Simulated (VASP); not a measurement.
NaH, 2 atoms in the cell. The typed cell holds 2 atoms: a = 3.417 Å, b = 3.423 Å, c = 3.402 Å, α = 60.61°, β = 60.54°, γ = 61.35°. 

- Program: VASP 6.6.1
- Task: single point
- Functional: PBEsol
- Potentials or basis: VASP PAW PBE potentials, release 64 (Na_pv, H)
- Cutoff: 520 eV
- k mesh: 6 × 6 × 6
- Occupations: fermi-dirac, width 0.05 eV
- Spin: no spin polarisation
- Dipole correction: no
- Further INCAR settings: ALGO = Normal; EDIFF = 1e-06; NBANDS = 11

Potentials or basis: VASP PAW PBE potentials, release 64 (Na_pv, H).

Run with:

```console
$ cat potpaw_PBE.64/Na_pv/POTCAR potpaw_PBE.64/H/POTCAR > POTCAR
$ mpirun -np 1 vasp_std > vasp.out
```

Hardware: 1 thread of AMD EPYC 7R13 (shared host).

**Question.** How long does it take, and how much memory?

**Answer.** Wall time 56 s on 1 thread of AMD EPYC 7R13, with other jobs on the host, peak memory 0.14 GiB. Counts: scf iterations 11, k points 112.
